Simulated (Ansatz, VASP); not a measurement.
**CoO in VASP and in Ansatz**

```
Co O
1.0
     0.00000    2.27124    2.27124
     2.27124    0.00000    2.27124
     2.27124    2.27124    0.00000
Co O
1 1
Direct
  0.00000 0.00000 0.00000
  0.25000 0.25000 0.25000
```

Alike in both runs: task relaxation of cell and atoms; functional r2SCAN; k mesh 14 × 14 × 14; occupations gaussian, width 0.02 eV; no spin polarisation.

|  | VASP | Ansatz |
| --- | --- | --- |
| version | VASP 6.6.1 | Ansatz 0.2.0 |
| potentials or method | VASP PAW PBE potentials, release 64 (Co, O), cutoff 600 eV | scalar-relativistic, plane waves, PAW |
| valence electrons in the cell | 15 | 23 |

```csv
,VASP,Ansatz,Ansatz less VASP
"gap on the k mesh at the Fermi level, each at its own relaxed structure (eV)",none,none,-
relaxed volume (Å³/atom),10.09,10.08,-0.012
relaxed cell length with the largest relative difference (Å),3.056,3.054,-0.0012
```

VASP's potentials were made for PBE, not for r2SCAN. A gap of «none» marks a metal or a gap that the smearing closes. VASP's potentials hold 15 valence electrons a cell and Ansatz's 23, so a difference there can come from the potentials and not from the codes.
